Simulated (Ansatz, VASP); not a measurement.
**HgTe: VASP beside Ansatz**

The input INCAR:

```
SYSTEM = HgTe
PREC = Accurate ; ENCUT = 520
EDIFF = 1E-6 ; ISMEAR = 0
SIGMA = 0.15 ; LREAL = .False.
LASPH = .True. ; NELM = 60
ALGO = Normal ; ISIF = 2
LWAVE = .False. ; LCHARG = .True.
GGA = PS ; LELF = .True.
LVHAR = .True. ; NBANDS = 16
```

The input KPOINTS:

```
regular mesh
0
Gamma
  14 14 14
  0 0 0
```

The input POSCAR:

```
HgTe
1.0
    0.0000000000      3.3202050000      3.1751475000
    3.3202050000      0.0000000000      3.1751475000
    3.3202050000      3.3202050000      0.0000000000
Hg Te
1 1
Direct
    0.0000000000      0.0000000000      0.0000000000
    0.7500000000      0.7500000000      0.7500000000
```

Input for Ansatz:

```yaml
crystal:
  lattice:
    - [0.0, 3.320205, 3.1751475]
    - [3.320205, 0.0, 3.1751475]
    - [3.320205, 3.320205, 0.0]
  atoms:
    - { symbol: Hg, position: [0.0, 0.0, 0.0] }
    - { symbol: Te, position: [0.75, 0.75, 0.75] }
basis:
  ecutwfc: 420
kpoints:
  mp_grid: { grid: [14, 14, 14] }
hamiltonian:
  xc: pbesol
scf:
  occupations: { method: gaussian, width: 0.15 }
output:
  forces: true
  stress: true
  eigenvalues: true
  write_density: true
  write_potential: true
  elf: true
  volumetric_format: npy
```

Change from the starting cell: strain +0.030 along x and y, -0.015 along z, atoms carried along.

Alike in both runs: task single point; functional PBEsol; k mesh 14 × 14 × 14; occupations gaussian, width 0.15 eV; no spin polarisation.

|  | VASP | Ansatz |
| --- | --- | --- |
| version | VASP 6.6.1 | Ansatz 0.2.0 |
| potentials or method | VASP PAW PBE potentials, release 64 (Hg, Te), cutoff 520 eV | scalar-relativistic, plane waves, PAW |
| valence electrons in the cell | 18 | 36 |

Ansatz gave:

- gap on the k mesh at the Fermi level (eV): none
- pressure (GPa): -0.6
- traceless stress, the component that is largest in VASP (GPa): 0.45

Estimate VASP's values.

gap on the k mesh at the Fermi level (eV): none; pressure (GPa): -0.5; traceless stress, the component that is largest in VASP (GPa): 0.45.

VASP's potentials were made for PBE, not for PBEsol. A gap of «none» marks a metal or a gap that the smearing closes. The functional is the same, so the differences come from potentials, cutoffs and numerics. VASP's potentials hold 18 valence electrons a cell and Ansatz's 36, so a difference there can come from the potentials and not from the codes.

Spin-orbit coupling is off throughout.
